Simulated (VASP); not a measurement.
NbTe:

```
Nb Te
1.0
     3.70147    0.00000    0.00000
     0.00000    3.70147    0.00000
     0.00000    0.00000    3.70147
Nb Te
1 1
Direct
  0.50000 0.50000 0.50000
  0.00000 0.00000 0.00000
```

* Program: VASP 6.6.1
* Task: relaxation of cell and atoms
* Functional: PBE
* Potentials or basis: VASP PAW PBE potentials, release 64 (Nb_sv, Te)
* Cutoff: 600 eV
* k mesh: 6 × 6 × 6
* Occupations: gaussian, width 0.1 eV
* Spin: no spin polarisation

At the start: pressure -17.7 GPa; volume 25.36 Å³/atom.

Q: Where does the relaxation end?

A: Over 4 steps the energy falls by 365.8 meV/atom and the volume is 20.15 Å³/atom (-20.5 %); space group Pm-3m (No. 221, to 0.05 Å).

The path:
| step | energy change (eV) | largest force (eV/Å) | pressure (GPa) | volume (Å³) |
| --- | --- | --- | --- | --- |
| 1 | 0.0000 | 0.0000 | -17.70 | 50.71 |
| 2 | 0.0958 | 0.0000 | 43.15 | 32.81 |
| 3 | -0.7304 | 0.0000 | -1.16 | 40.56 |
| 4 | -0.7316 | 0.0000 | -0.31 | 40.29 |

Final structure:
```
CELL_PARAMETERS angstrom
3.42833 0.00000 0.00000
0.00000 3.42833 0.00000
0.00000 0.00000 3.42833
ATOMIC_POSITIONS crystal
Nb 0.50000 0.50000 0.50000
Te 0.00000 0.00000 0.00000
```

Caveat: the volume moved by over 15 % at a fixed basis, so the end points are rough.
